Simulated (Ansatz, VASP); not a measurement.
**Two plane-wave programs on Zn3SeS2**

INCAR

```
PREC     = Accurate       # precision mode
ENCUT    = 520            # plane-wave cutoff, eV
EDIFF    = 1E-6           # SCF threshold, eV
ISMEAR   = 0              # smearing method
SIGMA    = 0.1            # smearing width, eV
LREAL    = F              # projectors in reciprocal space
LASPH    = T              # aspherical terms in the spheres
NELM     = 100            # most SCF steps
ALGO     = Normal         # electronic algorithm
ISIF     = 2              # what is computed and relaxed
LWAVE    = F              # write WAVECAR
LCHARG   = T              # write CHGCAR
GGA      = PE             # functional
LELF     = T              # ELF
LVHAR    = T            
NBANDS   = 36             # bands
```

The input KPOINTS:

```
regular mesh
0
Gamma
  6 6 2
```

Contents of POSCAR:

```
Zn3SeS2
1.0
    3.9172799000      0.0000000000      0.0000000000
   -1.9586399000      3.3924639000      0.0000000000
    0.0000000000      0.0000000000      9.5996207000
Zn Se S
3 1 2
Direct
    0.0000000000      0.0000000000      0.0095910000
    0.6666667000      0.3333333000      0.3334870000
    0.3333333000      0.6666667000      0.6565060000
    0.0000000000      0.0000000000      0.7514400000
    0.6666667000      0.3333333000      0.0874180000
    0.3333333000      0.6666667000      0.4115570000
```

Input for Ansatz:

```yaml
crystal:
  lattice:
    - [3.9172799, 0.0, 0.0]
    - [-1.9586399, 3.3924639, 0.0]
    - [0.0, 0.0, 9.5996207]
  atoms:
    - { symbol: Zn, position: [0.0, 0.0, 0.009591] }
    - { symbol: Zn, position: [0.6666667, 0.3333333, 0.333487] }
    - { symbol: Zn, position: [0.3333333, 0.6666667, 0.656506] }
    - { symbol: Se, position: [0.0, 0.0, 0.75144] }
    - { symbol: S, position: [0.6666667, 0.3333333, 0.087418] }
    - { symbol: S, position: [0.3333333, 0.6666667, 0.411557] }
basis:
  ecutwfc: 420
kpoints:
  mp_grid: { grid: [6, 6, 2] }
hamiltonian:
  xc: pbe
scf:
  occupations: { method: gaussian, width: 0.1 }
  lower_state_search: "off"
output:
  forces: true
  stress: true
  eigenvalues: true
```

Alike in both runs: task single point; functional PBE; k mesh 6 × 6 × 2; occupations gaussian, width 0.1 eV; no spin polarisation.

|  | VASP | Ansatz |
| --- | --- | --- |
| version | VASP 6.6.1 | Ansatz 0.2.0 |
| potentials or method | VASP PAW PBE potentials, release 64 (Zn, Se, S), cutoff 520 eV | scalar-relativistic, plane waves, PAW |
| valence electrons in the cell | 54 | 64 |

|  | VASP | Ansatz | Ansatz less VASP |
| --- | --- | --- | --- |
| gap on the k mesh at the Fermi level (eV) | 1.43 | 1.43 | 0.000 |
| least direct gap on the mesh (eV) | 1.43 | 1.43 | 0.000 |
| pressure (GPa) | 0.2 | 0.0 | -0.17 |
| rms of the force components (eV/Å) | 0.004 | 0.002 | -0.0010 |

Atom by atom the forces differ by 0.002 eV/Å (rms over components). VASP's potentials hold 54 valence electrons a cell and Ansatz's 64, so a difference there can come from the potentials and not from the codes.
